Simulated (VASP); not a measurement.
# TiSiTe3 (Pm-3m) in VASP: further runs

Runs on TiSiTe3. Level: PBE. Tasks: relaxation of cell and atoms.

All numbers are computed with VASP 6.6.1; they aren't measurements. Logs are shortened: lines on timing, memory, paths and dates and some standing lists are left out, and cuts for length are marked.

**1. The cell of the first run**

It takes space group Pm-3m (No. 221, cubic). Conventional cell: a = 5.088 Å, b = 5.088 Å, c = 5.088 Å, α = 90.00°, β = 90.00°, γ = 90.00°. Ti (site symmetry m-3m) has 6 Te at 2.54 Å within 3.4 Å. Si (site symmetry m-3m) has 12 Te at 3.60 Å and 8 Ti at 4.41 Å within 4.7 Å. Te (site symmetry 4/mmm) has 2 Ti at 2.54 Å within 3.4 Å.

The cell was generated, and may not be a known phase.

**2. Relaxation of cell and atoms, PBE**

Contents of INCAR:

```
SYSTEM = TiSiTe3
PREC = Accurate ; ENCUT = 600
EDIFF = 1E-6 ; ISMEAR = 0
SIGMA = 0.1 ; LREAL = .FALSE.
LASPH = .TRUE. ; NELM = 100
ALGO = Normal ; ISIF = 3
LWAVE = .FALSE. ; LCHARG = .FALSE.
GGA = PE ; IBRION = 2
NSW = 90 ; EDIFFG = -0.04
```

Contents of KPOINTS:

```
regular mesh
0
G
  4 4 4
  0 0 0
```

Contents of POSCAR:

```
TiSiTe3
1.0
    5.0881923900      0.0000000000      0.0000000000
    0.0000000000      5.0881923900      0.0000000000
    0.0000000000      0.0000000000      5.0881923900
Ti Si Te
1 1 3
Direct
    0.5000000000      0.5000000000      0.5000000000
    0.0000000000      0.0000000000      0.0000000000
    0.0000000000      0.5000000000      0.5000000000
    0.5000000000      0.5000000000      0.0000000000
    0.5000000000      0.0000000000      0.5000000000
```

Potentials or basis: VASP PAW PBE potentials, release 64 (Ti_sv, Si, Te).

Started as:

```bash
$ cat potpaw_PBE.64/Ti_sv/POTCAR potpaw_PBE.64/Si/POTCAR potpaw_PBE.64/Te/POTCAR > POTCAR
$ mpirun -np 1 vasp_std > vasp.out
```

OUTCAR:

```text
SYSTEM = TiSiTe3
   PREC = Accurate
   ENCUT = 600
   EDIFF = 1E-6
   ISMEAR = 0
   LREAL = .FALSE.
   LASPH = .TRUE.
   NELM = 100
   ISIF = 3
   GGA = PE
   IBRION = 2
   NSW = 90
   EDIFFG = -0.04

 ion  position               nearest neighbor table
   1  0.500  0.500  0.500-   3 2.54   4 2.54   5 2.54   4 2.54   5 2.54   3 2.54
   2  0.000  0.000  0.000-
   3  0.000  0.500  0.500-   1 2.54   1 2.54   5 3.60   4 3.60   5 3.60   4 3.60   4 3.60   5 3.60
                             4 3.60   5 3.60
   4  0.500  0.500  0.000-   1 2.54   1 2.54   5 3.60   3 3.60   3 3.60   5 3.60   5 3.60   5 3.60
                             3 3.60   3 3.60
   5  0.500  0.000  0.500-   1 2.54   1 2.54   4 3.60   4 3.60   3 3.60   3 3.60   4 3.60   4 3.60
                             3 3.60   3 3.60

  LATTYP: Found a simple cubic cell.
 ALAT       =     5.0881923900

  Lattice vectors:

 A1 = (   5.0881923900,   0.0000000000,   0.0000000000)
 A2 = (   0.0000000000,   5.0881923900,   0.0000000000)
 A3 = (   0.0000000000,   0.0000000000,   5.0881923900)

Analysis of symmetry for initial positions (statically):
=====================================================================
 Subroutine PRICEL returns:
 Original cell was already a primitive cell.

 Routine SETGRP: Setting up the symmetry group for a
 simple cubic supercell.

 Subroutine GETGRP returns: Found 48 space group operations
 (whereof 48 operations were pure point group operations)
 out of a pool of 48 trial point group operations.

The static configuration has the point symmetry O_h .

Analysis of symmetry for dynamics (positions and initial velocities):
=====================================================================
 Subroutine PRICEL returns:
 Original cell was already a primitive cell.

 Routine SETGRP: Setting up the symmetry group for a
 simple cubic supercell.

 Subroutine GETGRP returns: Found 48 space group operations
 (whereof 48 operations were pure point group operations)
 out of a pool of 48 trial point group operations.

The dynamic configuration has the point symmetry O_h .

 Subroutine INISYM returns: Found 48 space group operations
 (whereof 48 operations are pure point group operations),
 and found     1 'primitive' translations

----------------------------------------------------------------------------------------

                                     Primitive cell

  volume of cell :     131.7318

  direct lattice vectors                    reciprocal lattice vectors
     5.088192390  0.000000000  0.000000000     0.196533449  0.000000000  0.000000000
     0.000000000  5.088192390  0.000000000     0.000000000  0.196533449  0.000000000
     0.000000000  0.000000000  5.088192390     0.000000000  0.000000000  0.196533449

  length of vectors
     5.088192390  5.088192390  5.088192390     0.196533449  0.196533449  0.196533449

  position of ions in fractional coordinates (direct lattice)
     0.500000000  0.500000000  0.500000000
     0.000000000  0.000000000  0.000000000
     0.000000000  0.500000000  0.500000000
     0.500000000  0.500000000  0.000000000
     0.500000000  0.000000000  0.500000000

  ion indices of the primitive-cell ions
   primitive index   ion index
                 1           1
                 2           2
                 3           3
                 4           4
                 5           5

----------------------------------------------------------------------------------------

 KPOINTS: regular mesh

Automatic generation of k-mesh.
 Grid dimensions read from file:
 generate k-points for:    4    4    4

 Generating k-lattice:

  Cartesian coordinates                     Fractional coordinates (reciprocal lattice)
     0.049133362  0.000000000  0.000000000     0.250000000  0.000000000  0.000000000
     0.000000000  0.049133362  0.000000000     0.000000000  0.250000000  0.000000000
     0.000000000  0.000000000  0.049133362     0.000000000  0.000000000  0.250000000

  Length of vectors
     0.049133362  0.049133362  0.049133362

  Shift w.r.t. Gamma in fractional coordinates (k-lattice)
     0.000000000  0.000000000  0.000000000

 Subroutine IBZKPT returns following result:
 ===========================================

 Found     10 irreducible k-points:

 Following reciprocal coordinates:
            Coordinates               Weight
  0.000000  0.000000  0.000000      1.000000
  0.250000  0.000000  0.000000      6.000000
  0.500000  0.000000  0.000000      3.000000
  0.250000  0.250000  0.000000     12.000000
  0.500000  0.250000  0.000000     12.000000
  0.500000  0.500000  0.000000      3.000000
  0.250000  0.250000  0.250000      8.000000
  0.500000  0.250000  0.250000     12.000000
  0.500000  0.500000  0.250000      6.000000
  0.500000  0.500000  0.500000      1.000000
   k-points           NKPTS =     10   k-points in BZ     NKDIM =     10   number of bands    NBANDS=     21
   number of dos      NEDOS =    301   number of ions     NIONS =      5
   total plane-waves  NPLWV =  74088
   dimension x,y,z NGX =    42 NGY =   42 NGZ =   42
   dimension x,y,z NGXF=    84 NGYF=   84 NGZF=   84
   ions per type =               1   1   3
   NGX,Y,Z   is equivalent  to a cutoff of  13.72, 13.72, 13.72 a.u.
   NGXF,Y,Z  is equivalent  to a cutoff of  27.45, 27.45, 27.45 a.u.
 SYSTEM =  TiSiTe3
   PREC   = accura    normal or accurate (medium, high low for compatibility)
   ISTART =      0    job   : 0-new  1-cont  2-samecut
   ICHARG =      2    charge: 1-file 2-atom 10-const
   ISPIN  =      1    spin polarized calculation?
   LNONCOLLINEAR =      F non collinear calculations
   LSORBIT =      F    spin-orbit coupling
   LASPH  =      T    aspherical Exc in radial PAW
   ENCUT  =  600.0 eV  44.10 Ry    6.64 a.u.  10.16 10.16 10.16*2*pi/ulx,y,z
   NELM   =    100;   NELMIN=  2; NELMDL= -5     # of ELM steps
   EDIFF  = 0.1E-05   stopping-criterion for ELM
   LREAL  =      F    real-space projection
   EDIFFG = -.4E-01   stopping-criterion for IOM
   NSW    =     90    number of steps for IOM
   IBRION =      2    ionic relax: 0-MD 1-quasi-New 2-CG
   NFREE  =      1    steps in history (QN), initial steepest desc. (CG)
   ISIF   =      3    stress and relaxation
   ISYM   =      2    0-nonsym 1-usesym 2-fastsym
   POTIM  = 0.5000    time-step for ionic-motion
   TEBEG  =    0.0;   TEEND  =   0.0 temperature during run
   PSTRESS=    0.0 pullay stress
   NELECT =      34.0000    total number of electrons
   NUPDOWN=      -1.0000    fix difference up-down
   EMIN   =  10.00;   EMAX   =-10.00  energy-range for DOS
   EFERMI =   0.00;   METHOD = LEGACY
   ISMEAR =     0;   SIGMA  =   0.10  broadening in eV -4-tet -1-fermi 0-gaus
   EFERMI_NEDOS =   21; number of points for ismear=-14 and -15
   IALGO  =     38    algorithm
   IMIX   =      4    mixing-type and parameters
     AMIX     =   0.40;   BMIX     =  1.00
     AMIX_MAG =   1.60;   BMIX_MAG =  1.00
  volume/ion in A,a.u.               =      26.35       177.79
  Fermi-wavevector in a.u.,A,eV,Ry     =   1.042328  1.969714 14.782009  1.086447
  Thomas-Fermi vector in A             =   2.176988
   LORBIT       =      0    0 simple, 1 ext, 2 COOP (PROOUT), +10 PAW based schemes
   GGA     = PE    functional components
   LHFCALC =     F    Hartree Fock is set to
   AEXX    =    0.0000 exact exchange contribution
   IVDW    =     0    specifies the selected vdW correction
   LEPSILON=     F    determine dielectric tensor
   LRPA    =     F    only Hartree local field effects (RPA)
 conjugate gradient relaxation of ions
 non-spin polarized calculation
 Gauss-broadening in eV      SIGMA  =   0.10
  energy-cutoff  :      600.00
  volume of cell :      131.73
 maximum number of plane-waves:      4436
 NGX is ok and might be reduce to    42
   NGX = 21   NGY = 21   NGZ = 21

--------------------------------------- Ionic step        1  -------------------------------------------

 number of electron      34.0000010 magnetization

 Free energy of the ion-electron system (eV)
  ---------------------------------------------------
  ext. energy  EPLUGINS =         0.00000000
  ---------------------------------------------------
  free energy    TOTEN  =       -20.45665965 eV

  energy without entropy =      -20.43271637  energy(sigma->0) =      -20.44468801

------------------------ aborting loop because EDIFF is reached ----------------------------------------

  FORCE on cell =-STRESS in cart. coord.  units (eV):
  Direction    XX          YY          ZZ          XY          YZ          ZX
  --------------------------------------------------------------------------------------
  -------------------------------------------------------------------------------------
  Total        6.9315829      6.9315829      6.9315829      0.0000000      0.0000000      0.0000000
  in kB       84.3048249     84.3048249     84.3048249      0.0000000      0.0000000      0.0000000
  external PRESSURE =      84.3048249 kB  Pullay stress =       0.0000000 kB
[... 24 lines left out ...]
  energy  without entropy=      -20.4327163710  energy(sigma->0) =      -20.44468801

--------------------------------------- Ionic step        2  -------------------------------------------

 number of electron      33.9999999 magnetization

 E-fermi :   4.6835     XC(G=0):  -8.9418

 val. band max:        4.6415813832   @ k =   0.5000   0.0000   0.0000
 cond. band min:       4.7274509415   @ k =   0.5000   0.2500   0.2500
 fundamental gap:      0.0858695583
 Fermi energy:         4.6835298167

 k-point     1 :       0.0000    0.0000    0.0000
  band No.  band energies     occupation
      1     -52.9233      2.00000
      2     -29.1905      2.00000
      3     -29.1905      2.00000
      4     -29.1905      2.00000
      5      -7.1454      2.00000
      6      -5.4792      2.00000
[... 265 lines left out ...]
  energy  without entropy=      -20.7835511464  energy(sigma->0) =      -20.79614388

--------------------------------------- Ionic step        3  -------------------------------------------

 number of electron      34.0000010 magnetization

 Free energy of the ion-electron system (eV)
  ---------------------------------------------------
  ext. energy  EPLUGINS =         0.00000000
  ---------------------------------------------------
  free energy    TOTEN  =       -20.89142090 eV

  energy without entropy =      -20.86896294  energy(sigma->0) =      -20.88019192

 E-fermi :   5.3071     XC(G=0):  -9.2046

 val. band max:        5.2811677563   @ k =   0.2500   0.2500   0.2500
 cond. band min:       5.3595882315   @ k =   0.5000   0.2500   0.2500
 fundamental gap:      0.0784204751
 Fermi energy:         5.3071052148

 k-point     1 :       0.0000    0.0000    0.0000
  band No.  band energies     occupation
      1     -52.1224      2.00000
      2     -28.4137      2.00000
      3     -28.4137      2.00000
      4     -28.4137      2.00000
      5      -6.8219      2.00000
      6      -4.9404      2.00000
[... 261 lines left out ...]
  FREE ENERGIE OF THE ION-ELECTRON SYSTEM (eV)
  ---------------------------------------------------
  free  energy   TOTEN  =       -20.8914208987 eV

  energy  without entropy=      -20.8689629440  energy(sigma->0) =      -20.88019192

 reached required accuracy - stopping structural energy minimisation
```

Wall time 77 s (1 thread of AMD EPYC 9R45 (Zen 5), shared host); peak memory 0.25 GiB.

What came out:

```yaml
Free_energy: -20.8914 eV
Relaxed_volume: 30.05 Å³/atom
Relaxed_cell: a = 5.316 Å, b = 5.316 Å, c = 5.316 Å, α = 90.00°, β = 90.00°, γ = 90.00°
Space_group_after_relaxing_to_0.1_Å: Pm-3m (No. 221)
Energy_gained_by_relaxing: 87.0 meV/atom
Ionic_steps: 3
Pressure_after_relaxing: 0.0 GPa
Band_gap_on_the_k_mesh: zero (bands 17 and 18 overlap by 0.66 eV)
```

Step by step:
```
step  energy change (eV)  largest force (eV/Å)  pressure (GPa)  volume (Å³)
   1              0.0000                0.0000            8.43       131.73
   2             -0.3521                0.0000           -2.64       159.97
   3             -0.4348                0.0000            0.02       150.25
```

Final structure:
```
CELL_PARAMETERS angstrom
5.31619 0.00000 0.00000
0.00000 5.31619 0.00000
0.00000 0.00000 5.31619
ATOMIC_POSITIONS crystal
Ti 0.50000 0.50000 0.50000
Si 0.00000 0.00000 0.00000
Te 0.00000 0.50000 0.50000
Te 0.50000 0.50000 0.00000
Te 0.50000 0.00000 0.50000
```

Levels at points of the mesh, in eV from the Fermi level:
```tsv
k point	band 13	band 14	band 15	band 16	band 17	band 18	band 19	band 20	band 21
(0.00, 0.00, 0.00)	-0.74	-0.74	-0.51	-0.51	-0.51	-0.10	-0.10	-0.10	1.10
(0.50, 0.00, 0.00)	-2.69	-1.43	-1.21	-0.16	-0.12	-0.12	-0.06	0.52	0.52
(0.50, 0.50, 0.00)	-2.35	-2.35	-2.34	-2.34	-0.19	0.88	1.45	1.49	1.60
(0.50, 0.50, 0.50)	-2.86	-2.86	0.54	0.54	0.54	0.96	0.96	0.96	2.70
```

Caveat: spin-orbit coupling is left out, which moves the levels of the heavy elements.

**3. Relaxation of cell and atoms, PBE**

This run uses another cell than the first one, of 30.14 Å³/atom.

Contents of INCAR:

```
PREC     = Accurate       # precision mode
ENCUT    = 600            # plane-wave cutoff, eV
EDIFF    = 1E-7           # SCF threshold, eV
ISMEAR   = 0              # smearing method
SIGMA    = 0.1            # smearing width, eV
LREAL    = False          # projectors in reciprocal space
LASPH    = True           # aspherical terms in the spheres
NELM     = 80             # most SCF steps
ALGO     = Normal         # electronic algorithm
ISIF     = 3              # what is computed and relaxed
LWAVE    = False          # write WAVECAR
LCHARG   = False          # write CHGCAR
GGA      = PE             # functional
IBRION   = 2              # ionic algorithm
NSW      = 100            # ionic steps
EDIFFG   = -0.01          # ionic threshold
```

Contents of KPOINTS:

```
regular mesh
0
Gamma
  8 8 8
```

Edit POSCAR of step 2 so:

```diff
@@ -2,5 +2,5 @@
 1.0
-    5.0881923900      0.0000000000      0.0000000000
-    0.0000000000      5.0881923900      0.0000000000
-    0.0000000000      0.0000000000      5.0881923900
+    5.3217676622      0.0000000000      0.0000000000
+    0.0000000000      5.3217676622      0.0000000000
+    0.0000000000      0.0000000000      5.3217676622
 Ti Si Te
```

Potentials or basis: VASP PAW PBE potentials, release 64 (Ti_sv, Si, Te).

Started as:

```bash
$ cat potpaw_PBE.64/Ti_sv/POTCAR potpaw_PBE.64/Si/POTCAR potpaw_PBE.64/Te/POTCAR > POTCAR
$ mpirun -np 1 vasp_std > vasp.out
```

Run time: 3.9 min. Hardware: 1 thread of AMD EPYC 9R45 (Zen 5), shared host; peak memory 0.41 GiB.

It converged, with:

```
Free energy                           : -20.9381 eV
Relaxed volume                        : 29.90 Å³/atom
Relaxed cell                          : a = 5.307 Å, b = 5.307 Å, c = 5.307 Å, α = 90.00°, β = 90.00°, γ = 90.00°
Space group after relaxing (to 0.1 Å) : Pm-3m (No. 221)
Energy gained by relaxing             : 0.3 meV/atom
Ionic steps                           : 3
Pressure after relaxing               : 0.0 GPa
Band gap on the k mesh                : zero (bands 17 and 18 overlap by 0.69 eV)
```

Step by step:
```
step  energy change (eV)  largest force (eV/Å)  pressure (GPa)  volume (Å³)
   1              0.0000                0.0000           -0.38       150.72
   2             -0.0014                0.0000            0.11       149.16
   3             -0.0015                0.0000            0.01       149.48
```

Final structure:
```
Ti Si Te
1.0
     5.30718    0.00000    0.00000
     0.00000    5.30718    0.00000
     0.00000    0.00000    5.30718
Ti Si Te
1 1 3
Direct
  0.50000 0.50000 0.50000
  0.00000 0.00000 0.00000
  0.00000 0.50000 0.50000
  0.50000 0.50000 0.00000
  0.50000 0.00000 0.50000
```

Levels at points of the mesh, in eV from the Fermi level:
```csv
k point,band 13,band 14,band 15,band 16,band 17,band 18,band 19,band 20,band 21
"(0.00, 0.00, 0.00)",-1.00,-1.00,-0.72,-0.72,-0.72,-0.34,-0.34,-0.34,0.88
"(0.50, 0.00, 0.00)",-2.94,-1.69,-1.45,-0.37,-0.37,-0.32,-0.30,0.35,0.35
"(0.50, 0.50, 0.00)",-2.60,-2.60,-2.58,-2.58,-0.33,0.64,1.23,1.27,1.28
"(0.50, 0.50, 0.50)",-3.12,-3.12,0.35,0.35,0.35,0.71,0.71,0.71,2.54
```

Caveat: spin-orbit coupling is left out, which moves the levels of the heavy elements.

The gap in the log of VASP goes by the Fermi energy; the results here count the filled bands.